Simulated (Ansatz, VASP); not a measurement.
**One calculation of Sn, two programs**

```
Sn
1.0
    -2.94014    2.94014    1.59930
     2.94014   -2.94014    1.59930
     2.94014    2.94014   -1.59930
Sn
2
Direct
  0.00000 0.00000 0.00000
  0.75000 0.25000 0.50000
```

Alike in both runs: task relaxation of cell and atoms; functional PBE; dispersion D3(BJ); k mesh 9 × 9 × 9; occupations fermi-dirac, width 0.05 eV; no spin polarisation.

|  | VASP | Ansatz |
| --- | --- | --- |
| version | VASP 6.6.1 | Ansatz 0.2.0 |
| potentials or method | VASP PAW PBE potentials, release 64 (Sn_d), cutoff 600 eV | all-electron LAPW, scalar-relativistic |

```csv
,VASP,Ansatz,Ansatz less VASP
relaxed volume (Å³/atom),27.21,27.22,+0.011
relaxed cell length with the largest relative difference (Å),4.436,4.436,+0.0001
```

Ansatz ran all-electron here, and VASP with PAW potentials.
